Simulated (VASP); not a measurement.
Set up this calculation in VASP 6.6.1, as the native input.

```yaml
Task: single point
Functional: PBE
Potentials_or_basis: VASP PAW PBE potentials, release 64 (Ti_sv, O)
Cutoff: 520 eV
k_mesh: 7 × 7 × 10
Occupations: fermi-dirac, width 0.05 eV
Spin: no spin polarisation
Dipole_correction: no
Further_INCAR_settings: ALGO = Normal; EDIFF = 1e-07; NBANDS = 33
```

The structure of TiO2 lies in POSCAR:

```
TiO2
1.0
    4.5319113078      0.0000000000      0.0000000000
    0.0000000000      4.5319113078      0.0000000000
    0.0000000000      0.0000000000      2.9190086112
Ti O
2 4
Direct
    0.0000000000      0.0000000000      0.0000000000
    0.5000000000      0.5000000000      0.5000000000
    0.3060000000      0.3060000000      0.0000000000
    0.1940000000      0.8060000000      0.5000000000
    0.6940000000      0.6940000000      0.0000000000
    0.8060000000      0.1940000000      0.5000000000
```

These files were run (other wordings do the same):

INCAR

```
SYSTEM = TiO2
PREC = Accurate
ENCUT = 520
EDIFF = 1E-7
ISMEAR = -1
SIGMA = 0.05
LREAL = .FALSE.
LASPH = .TRUE.
NELM = 100
ALGO = Normal
ISIF = 2
LWAVE = .FALSE.
LCHARG = .FALSE.
GGA = PE
NBANDS = 33
```

KPOINTS

```
Automatic mesh
0
G
  7 7 10
  0 0 0
```

Potentials or basis: VASP PAW PBE potentials, release 64 (Ti_sv, O).

Command:

```console
$ cat potpaw_PBE.64/Ti_sv/POTCAR potpaw_PBE.64/O/POTCAR > POTCAR
$ mpirun -np 1 vasp_std > vasp.out
```

Results of the run:

| Quantity | Value |
| --- | --- |
| Pressure | 17.3 GPa |
| Largest force | 0.501 eV/Å |
| Band gap on the k mesh | 2.01 eV |

Caveat: the cell stands under pressure; an odd mesh through Γ misses points on the zone boundary, where band edges can lie.

It took 2.7 min on 1 thread of Intel Xeon 8259CL, with other jobs on the host, peak memory 0.23 GiB.
